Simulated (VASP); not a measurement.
Here is a VASP 6.6.1 calculation.

Contents of INCAR:

```
PREC = Accurate
ENCUT = 520
EDIFF = 1E-6
ISMEAR = -1
SIGMA = 0.05
LREAL = F
LASPH = T
NELM = 100
ALGO = Normal
ISIF = 2
LWAVE = F
LCHARG = F
GGA = PS
NBANDS = 24
```

KPOINTS

```
Automatic mesh
0
Gamma
  10 10 10
```

POSCAR

```
TaWC2
1.0
    1.5822650862      0.9135211734      5.1354062173
   -1.5822650862      0.9135211734      5.1354062173
    0.0000000000     -1.8270423469      5.1354062173
W Ta C
1 1 2
Direct
    0.0000000000      0.0000000000      0.0000000000
    0.5000000000      0.5000000000      0.5000000000
    0.2509330000      0.2509330000      0.2509330000
    0.7490670000      0.7490670000      0.7490670000
```

Potentials or basis: VASP PAW PBE potentials, release 64 (W_sv, Ta_pv, C).

Launch:

```bash
$ cat potpaw_PBE.64/W_sv/POTCAR potpaw_PBE.64/Ta_pv/POTCAR potpaw_PBE.64/C/POTCAR > POTCAR
$ mpirun -np 1 vasp_std > vasp.out
```

(1) What does it give for the largest force?

(2) Estimate the pressure.

Answers

(1) 0.085 eV/Å.

(2) -16.1 GPa.

Caveat: the PAW data sets were made with another functional, which shifts forces and pressure a little.
